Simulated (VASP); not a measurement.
Write the native input for VASP 6.6.1 that does the following.

- Task: single point
- Functional: r2SCAN
- Potentials or basis: VASP PAW PBE potentials, release 64 (Pb_d, S)
- Cutoff: 550 eV
- k mesh: 4 × 4 × 4
- Occupations: gaussian, width 0.01 eV
- Spin: no spin polarisation
- Dipole correction: no
- Further INCAR settings: ALGO = Normal; EDIFF = 1e-06; NBANDS = 17

Crystal: PbS.

```
Pb S
1.0
     0.00000    3.30098    3.30098
     3.30098    0.00000    3.30098
     3.30098    3.30098    0.00000
Pb S
1 1
Direct
  0.00000 0.00000 0.00000
  0.25000 0.25000 0.25000
```

These files were run (other wordings do the same):

POSCAR

```
PbS
1.0
    0.0000000000      3.3009774971      3.3009774971
    3.3009774971      0.0000000000      3.3009774971
    3.3009774971      3.3009774971      0.0000000000
Pb S
1 1
Direct
    0.0000000000      0.0000000000      0.0000000000
    0.2500000000      0.2500000000      0.2500000000
```

INCAR.step1

```
SYSTEM = PbS
PREC = Accurate
ENCUT = 550
ISMEAR = 0
SIGMA = 0.01
LREAL = .FALSE.
LASPH = .TRUE.
NELM = 120
NBANDS = 17
GGA = PE
ALGO = Normal
EDIFF = 1E-5
LWAVE = .TRUE.
LCHARG = .FALSE.
GGA_COMPAT = .FALSE.
```

INCAR.step2

```
SYSTEM = PbS
PREC = Accurate
ENCUT = 550
EDIFF = 1E-6
ISMEAR = 0
SIGMA = 0.01
LREAL = .FALSE.
LASPH = .TRUE.
NELM = 120
ALGO = Normal
ISIF = 2
LWAVE = .FALSE.
LCHARG = .FALSE.
METAGGA = R2SCAN
LMIXTAU = .TRUE.
NBANDS = 17
ISTART = 1
GGA_COMPAT = .FALSE.
```

KPOINTS

```
regular mesh
0
G
  4 4 4
  0 0 0
```

Potentials or basis: VASP PAW PBE potentials, release 64 (Pb_d, S).

The run is started by

```bash
$ cat potpaw_PBE.64/Pb_d/POTCAR potpaw_PBE.64/S/POTCAR > POTCAR
$ cp INCAR.step1 INCAR
$ mpirun -np 1 vasp_std > vasp.out
$ cp INCAR.step2 INCAR
$ mpirun -np 1 vasp_std > vasp.out
```

It gave:

* Pressure: 0.0 GPa
* Band gap on the k mesh: 0.95 eV (least direct gap 1.45 eV)

Caveat: the PAW data sets were made with another functional, which shifts forces and pressure a little; spin-orbit coupling is left out, which moves the levels of the heavy elements.

Run time: 26 s on 1 thread of Intel(R) Xeon(R) 6975P-C (Granite Rapids), on a shared host, peak memory 0.21 GiB.
